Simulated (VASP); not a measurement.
# CsTaAlP3 (P-6m2) in VASP: notebook, part 3 of 3

VASP 6.6.1.

## (6) Single point, PBE

File INCAR:

```
ALGO     = Normal         # electronic algorithm
EDIFF    = 1E-7           # SCF threshold, eV
ENCUT    = 520            # plane-wave cutoff, eV
GGA      = PE             # functional
ISIF     = 2              # what is computed and relaxed
ISMEAR   = 0              # smearing method
LASPH    = T              # aspherical terms in the spheres
LCHARG   = T              # write CHGCAR
LELF     = T              # ELF
LREAL    = F              # projectors in reciprocal space
LVHAR    = T            
LWAVE    = F              # write WAVECAR
NBANDS   = 28             # bands
NELM     = 80             # most SCF steps
PREC     = Accurate       # precision mode
SIGMA    = 0.1            # smearing width, eV
```

File KPOINTS:

```
k-points
0
Gamma
  6 6 12
```

File POSCAR:

```
CsTaAlP3
1.0
    6.9047663252      0.0000000000      0.0000000000
   -3.4523831626      5.9797030448      0.0000000000
    0.0000000000      0.0000000000      3.2455227456
Cs Ta Al P
1 1 1 3
Direct
    0.0000000000      0.0000000000      0.0000000000
    0.6666666667      0.3333333333      0.0000000000
    0.3333333333      0.6666666667      0.0000000000
    0.9940852426      0.4970426213      0.5000000000
    0.5029573787      0.4970426213      0.5000000000
    0.5029573787      0.0059147574      0.5000000000
```

Potentials or basis: VASP PAW PBE potentials, release 64 (Cs_sv, Ta_pv, Al, P).

The run is started by

```
cat potpaw_PBE.64/Cs_sv/POTCAR potpaw_PBE.64/Ta_pv/POTCAR potpaw_PBE.64/Al/POTCAR potpaw_PBE.64/P/POTCAR > POTCAR
mpirun -np 1 vasp_std > vasp.out
```

OUTCAR:

```text
EDIFF = 1E-7
   ENCUT = 520
   GGA = PE
   ISIF = 2
   ISMEAR = 0
   LASPH = T
   LREAL = F
   NELM = 80
   PREC = Accurate

 ion  position               nearest neighbor table
   1  0.000  0.000  0.000-
   2  0.667  0.333  0.000-   6 2.54   6 2.54   4 2.54   4 2.54   5 2.54   5 2.54
   3  0.333  0.667  0.000-   6 2.60   6 2.60   4 2.60   4 2.60   5 2.60   5 2.60
   4  0.994  0.497  0.500-   2 2.54   2 2.54   3 2.60   3 2.60
   5  0.503  0.497  0.500-   2 2.54   2 2.54   3 2.60   3 2.60
   6  0.503  0.006  0.500-   2 2.54   2 2.54   3 2.60   3 2.60

  LATTYP: Found a hexagonal cell.
 ALAT       =     6.9047663252
 C/A-ratio  =     0.4700409243

  Lattice vectors:

 A1 = (   6.9047663252,   0.0000000000,   0.0000000000)
 A2 = (  -3.4523831626,   5.9797030448,   0.0000000000)
 A3 = (   0.0000000000,   0.0000000000,   3.2455227456)

Analysis of symmetry for initial positions (statically):
=====================================================================
 Subroutine PRICEL returns:
 Original cell was already a primitive cell.

 Routine SETGRP: Setting up the symmetry group for a
 hexagonal supercell.

 Subroutine GETGRP returns: Found 12 space group operations
 (whereof 12 operations were pure point group operations)
 out of a pool of 24 trial point group operations.

The static configuration has the point symmetry D_3h.

Analysis of symmetry for dynamics (positions and initial velocities):
=====================================================================
 Subroutine PRICEL returns:
 Original cell was already a primitive cell.

 Routine SETGRP: Setting up the symmetry group for a
 hexagonal supercell.

 Subroutine GETGRP returns: Found 12 space group operations
 (whereof 12 operations were pure point group operations)
 out of a pool of 24 trial point group operations.

The dynamic configuration has the point symmetry D_3h.

 Subroutine INISYM returns: Found 12 space group operations
 (whereof 12 operations are pure point group operations),
 and found     1 'primitive' translations

----------------------------------------------------------------------------------------

                                     Primitive cell

  volume of cell :     134.0026

  direct lattice vectors                    reciprocal lattice vectors
     6.904766325  0.000000000  0.000000000     0.144827493  0.083616192  0.000000000
    -3.452383163  5.979703045  0.000000000     0.000000000  0.167232385  0.000000000
     0.000000000  0.000000000  3.245522746     0.000000000  0.000000000  0.308116775

  length of vectors
     6.904766325  6.904766325  3.245522746     0.167232385  0.167232385  0.308116775

  position of ions in fractional coordinates (direct lattice)
     0.000000000  0.000000000  0.000000000
     0.666666667  0.333333333  0.000000000
     0.333333333  0.666666667  0.000000000
     0.994085243  0.497042621  0.500000000
     0.502957379  0.497042621  0.500000000
     0.502957379  0.005914757  0.500000000

  ion indices of the primitive-cell ions
[... 30 lines left out ...]
 ===========================================

 Found     49 irreducible k-points:

 Following reciprocal coordinates:
            Coordinates               Weight
  0.000000  0.000000  0.000000      1.000000
  0.166667 -0.000000  0.000000      6.000000
  0.333333 -0.000000  0.000000      6.000000
  0.500000 -0.000000  0.000000      3.000000
  0.166667  0.166667  0.000000      6.000000
  0.333333  0.166667  0.000000     12.000000
[... 16 lines left out ...]
  0.166667 -0.000000  0.250000     12.000000
  0.333333 -0.000000  0.250000     12.000000
 [... further k-points ...]
   k-points           NKPTS =     49   k-points in BZ     NKDIM =     49   number of bands    NBANDS=     28
   number of dos      NEDOS =    301   number of ions     NIONS =      6
   total plane-waves  NPLWV =  69984
   dimension x,y,z NGX =    54 NGY =   54 NGZ =   24
   dimension x,y,z NGXF=   108 NGYF=  108 NGZF=   48
   ions per type =               1   1   1   3
   NGX,Y,Z   is equivalent  to a cutoff of  13.00, 13.00, 12.29 a.u.
   NGXF,Y,Z  is equivalent  to a cutoff of  26.00, 26.00, 24.59 a.u.
 SYSTEM =  unknown system
   PREC   = accura    normal or accurate (medium, high low for compatibility)
   ISTART =      0    job   : 0-new  1-cont  2-samecut
   ICHARG =      2    charge: 1-file 2-atom 10-const
   ISPIN  =      1    spin polarized calculation?
   LNONCOLLINEAR =      F non collinear calculations
   LSORBIT =      F    spin-orbit coupling
   LASPH  =      T    aspherical Exc in radial PAW
   ENCUT  =  520.0 eV  38.22 Ry    6.18 a.u.  12.84 12.84  6.03*2*pi/ulx,y,z
   NELM   =     80;   NELMIN=  2; NELMDL= -5     # of ELM steps
   EDIFF  = 0.1E-06   stopping-criterion for ELM
   LREAL  =      F    real-space projection
   EDIFFG = 0.1E-05   stopping-criterion for IOM
   NSW    =      0    number of steps for IOM
   IBRION =     -1    ionic relax: 0-MD 1-quasi-New 2-CG
   NFREE  =      0    steps in history (QN), initial steepest desc. (CG)
   ISIF   =      2    stress and relaxation
   ISYM   =      2    0-nonsym 1-usesym 2-fastsym
   POTIM  = 0.5000    time-step for ionic-motion
   TEBEG  =    0.0;   TEEND  =   0.0 temperature during run
   PSTRESS=    0.0 pullay stress
   NELECT =      38.0000    total number of electrons
   NUPDOWN=      -1.0000    fix difference up-down
   EMIN   =  10.00;   EMAX   =-10.00  energy-range for DOS
   EFERMI =   0.00;   METHOD = LEGACY
   ISMEAR =     0;   SIGMA  =   0.10  broadening in eV -4-tet -1-fermi 0-gaus
   EFERMI_NEDOS =   21; number of points for ismear=-14 and -15
   IALGO  =     38    algorithm
   IMIX   =      4    mixing-type and parameters
     AMIX     =   0.40;   BMIX     =  1.00
     AMIX_MAG =   1.60;   BMIX_MAG =  1.00
  volume/ion in A,a.u.               =      22.33       150.72
  Fermi-wavevector in a.u.,A,eV,Ry     =   1.075552  2.032499 15.739399  1.156813
  Thomas-Fermi vector in A             =   2.211412
   LORBIT       =      0    0 simple, 1 ext, 2 COOP (PROOUT), +10 PAW based schemes
   GGA     = PE    functional components
   LHFCALC =     F    Hartree Fock is set to
   AEXX    =    0.0000 exact exchange contribution
   IVDW    =     0    specifies the selected vdW correction
   LEPSILON=     F    determine dielectric tensor
   LRPA    =     F    only Hartree local field effects (RPA)
 non-spin polarized calculation
 Gauss-broadening in eV      SIGMA  =   0.10
  energy-cutoff  :      520.00
  volume of cell :      134.00
 maximum number of plane-waves:      3642
 NGX is ok and might be reduce to    54
   NGX = 25   NGY = 25   NGZ = 13

 number of electron      38.0000002 magnetization

 Free energy of the ion-electron system (eV)
  ---------------------------------------------------
  ext. energy  EPLUGINS =         0.00000000
  ---------------------------------------------------
  free energy    TOTEN  =       -33.80831210 eV

  energy without entropy =      -33.79892645  energy(sigma->0) =      -33.80361928

 E-fermi :   5.0561     XC(G=0):  -9.9347

 val. band max:        5.0516053914   @ k =   0.1667  -0.0000   0.1667
 cond. band min:       5.0637978908   @ k =   0.1667  -0.0000   0.0833
 fundamental gap:      0.0121924994
 Fermi energy:         5.0561176695

 k-point     1 :       0.0000    0.0000    0.0000
  band No.  band energies     occupation
      1     -29.5322      2.00000
      2     -29.5322      2.00000
      3     -29.3210      2.00000
      4     -17.2836      2.00000
      5      -6.9470      2.00000
      6      -4.9379      2.00000
[... 733 lines left out ...]
     27      10.1055      0.00000
     28      10.3339      0.00000

 [... further k-points ...]

------------------------ aborting loop because EDIFF is reached ----------------------------------------

  FORCE on cell =-STRESS in cart. coord.  units (eV):
  Direction    XX          YY          ZZ          XY          YZ          ZX
  --------------------------------------------------------------------------------------
  -------------------------------------------------------------------------------------
  Total        0.0515810      0.0515810      0.0699719      0.0000000     -0.0000000      0.0000000
  in kB        0.6167191      0.6167191      0.8366058      0.0000000     -0.0000000      0.0000000
  external PRESSURE =       0.6900146 kB  Pullay stress =       0.0000000 kB

 VOLUME and BASIS-vectors are now :
 -----------------------------------------------------------------------------
  energy-cutoff  :      520.00
  volume of cell :      134.00
      direct lattice vectors                 reciprocal lattice vectors
     6.904766325  0.000000000  0.000000000     0.144827493  0.083616192  0.000000000
    -3.452383163  5.979703045  0.000000000     0.000000000  0.167232385  0.000000000
     0.000000000  0.000000000  3.245522746     0.000000000  0.000000000  0.308116775

 POSITION                                       TOTAL-FORCE (eV/Angst)
 -----------------------------------------------------------------------------------
      0.00000      0.00000      0.00000         0.000000     -0.000000      0.000000
      3.45238      1.99323      0.00000         0.000000     -0.000000      0.000000
     -0.00000      3.98647      0.00000         0.000000     -0.000000      0.000000
      5.14794      2.97217      1.62276         0.005272      0.003044     -0.000000
      1.75682      2.97217      1.62276        -0.005272      0.003044     -0.000000
      3.45238      0.03537      1.62276         0.000000     -0.006088      0.000000
 -----------------------------------------------------------------------------------
    total drift:                               -0.000001      0.000000      0.000000

  FREE ENERGIE OF THE ION-ELECTRON SYSTEM (eV)
  ---------------------------------------------------
  free  energy   TOTEN  =       -33.8083120999 eV

  energy  without entropy=      -33.7989264549  energy(sigma->0) =      -33.80361928
```

Run time: 91 s. Hardware: 1 thread of AMD EPYC 9R45 (Zen 5), shared host; peak memory 0.34 GiB.

Results:

| Property | Result |
| --- | --- |
| Free energy | -33.8083 eV |
| Pressure | 0.1 GPa |
| Largest force | 0.006 eV/Å |
| Band gap on the k mesh | zero (bands 19 and 20 overlap by 0.27 eV) |

Forces in eV/Å, atoms in the order of the input:
```
Cs   0.000  0.000  0.000
Ta   0.000  0.000  0.000
Al   0.000  0.000  0.000
P    0.005  0.003  0.000
P   -0.005  0.003  0.000
P    0.000 -0.006  0.000
```

Caveat: spin-orbit coupling is left out, which moves the levels of the heavy elements.

## (7) Overview

```csv
task,cell,k mesh,cutoff (eV),gap on the mesh (eV),pressure (GPa),largest force (eV/Å)
single point,"a = 6.922, b = 6.922, c = 3.224 Å, angles 90.0, 90.0, 120.0°, 6 atoms, atomic positions A",3 × 3 × 4,520,none,0.1,0.02
single point,"a = 6.508, b = 6.508, c = 4.059 Å, angles 90.0, 90.0, 120.0°, 6 atoms, atomic positions B",3 × 3 × 4,520,none,-9.3,1.14
single point,"a = 6.903, b = 6.903, c = 3.241 Å, angles 90.0, 90.0, 120.0°, 6 atoms, atomic positions A",3 × 3 × 6,520,none,0.1,0.01
relaxation of cell and atoms,"relaxed from a = 6.508, b = 6.508, c = 4.059 Å, angles 90.0, 90.0, 120.0°, 6 atoms, atomic positions B",3 × 3 × 4,600,none,0.1,-
single point,"a = 6.905, b = 6.905, c = 3.246 Å, angles 90.0, 90.0, 120.0°, 6 atoms, atomic positions C",6 × 6 × 12,520,none,0.1,0.01
```

Alike in all rows: level PBE; potentials or basis VASP PAW PBE potentials, release 64 (Cs_sv, Ta_pv, Al, P); no spin polarisation; smearing gaussian 0.1 eV.

Caveats: some runs use coarse meshes; spin-orbit coupling is left out, which moves the levels of the heavy elements; forces of over 1 eV/Å act on the atoms, so gaps and moduli don't describe the material at rest (at least some runs); a cell axis changed by over 15 % at a fixed basis, so the end point is rough (at least some runs).

Total energies depend on the potentials used, so only differences within one code and one set of settings carry meaning.

The gap in the log of VASP goes by the Fermi energy; the results here count the filled bands.